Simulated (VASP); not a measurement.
The system is ScGa3Te.

```xyz
5
Lattice="4.6267 0.0000 0.0000 -2.3134 4.0069 0.0000 0.0000 0.0000 5.7511" Properties=species:S:1:pos:R:3 pbc="T T T"
Sc    0.0000    0.0000    2.8755
Ga    2.3134    0.0000    2.8755
Ga   -1.1567    2.0034    2.8755
Ga    1.1567    2.0034    2.8755
Te    0.0000    0.0000    0.0000
```

The cell was generated, and may not be a known phase.

| Item | Value |
| --- | --- |
| Program | VASP 6.6.1 |
| Task | relaxation of cell and atoms |
| Functional | PBE |
| Potentials or basis | VASP PAW PBE potentials, release 64 (Sc_sv, Ga_d, Te) |
| Cutoff | 600 eV |
| k mesh | 6 × 6 × 4 |
| Occupations | gaussian, width 0.1 eV |
| Spin | no spin polarisation |

At the start: pressure 39.1 GPa; volume 21.32 Å³/atom.

How do energy, volume and symmetry change on relaxing?

Over 7 steps the energy falls by 1368.0 meV/atom and the volume is 30.27 Å³/atom (+42.0 %); space group P6/mmm (No. 191, to 0.1 Å) before and after.

The path:
| step | energy change (eV) | largest force (eV/Å) | pressure (GPa) | volume (Å³) |
| --- | --- | --- | --- | --- |
| 1 | 0.0000 | 0.0000 | 39.14 | 106.62 |
| 2 | -5.5712 | 0.0000 | -3.88 | 199.45 |
| 3 | -6.8169 | 0.0000 | -0.54 | 153.71 |
| 4 | -6.8171 | 0.0000 | -1.02 | 155.84 |
| 5 | -6.8184 | 0.0000 | -0.77 | 154.74 |
| 6 | -6.8395 | 0.0000 | -0.17 | 151.82 |
| 7 | -6.8399 | 0.0000 | -0.04 | 151.34 |

Final structure:
```
Sc Ga Te
1.0
     5.63972    0.00000    0.00000
    -2.81986    4.88414    0.00000
     0.00000    0.00000    5.49441
Sc Ga Te
1 3 1
Direct
  0.00000 0.00000 0.50000
  0.50000 0.00000 0.50000
  0.00000 0.50000 0.50000
  0.50000 0.50000 0.50000
  0.00000 0.00000 0.00000
```

Caveat: the volume moved by over 15 % at a fixed basis, so the end points are rough.
